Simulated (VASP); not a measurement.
Runs of VASP 6.6.1 on Al3Cl. The structure is that of space group P-6m2 (No. 187), or close to it. The cells are those of the table. 

```tsv
task	cell	k mesh	cutoff (eV)	gap on the mesh (eV)	pressure (GPa)	relaxed volume (Å³/atom)	largest force (eV/Å)
single point	a = 3.088, b = 3.088, c = 8.730 Å, angles 90.0, 90.0, 120.0°, 4 atoms	18 × 18 × 6	520	none	0.0	-	0.01
relaxation of cell and atoms	relaxed from a = 2.886, b = 2.886, c = 8.954 Å, angles 90.0, 90.0, 120.0°, 4 atoms	6 × 6 × 2	600	none	-0.1	18.04	0.03
single point	a = 2.886, b = 2.886, c = 8.954 Å, angles 90.0, 90.0, 120.0°, 4 atoms	6 × 6 × 2	520	none	(a)	-	0.40
single point	a = 3.015, b = 3.015, c = 9.168 Å, angles 90.0, 90.0, 120.0°, 4 atoms	6 × 6 × 2	520	none	-0.1	-	-
relaxation of cell and atoms	relaxed from a = 3.015, b = 3.015, c = 9.168 Å, angles 90.0, 90.0, 120.0°, 4 atoms	18 × 18 × 6	600	none	0.0	(b)	-
```

Alike in all rows: level PBE; potentials or basis VASP PAW PBE potentials, release 64 (Al, Cl); no spin polarisation; smearing gaussian 0.1 eV.

Q: Estimate the missing entries.

A: (a) 7.8; (b) 18.02.

Caveats: some runs use coarse meshes.

A gap of «none» marks levels without a gap at the run's occupations.
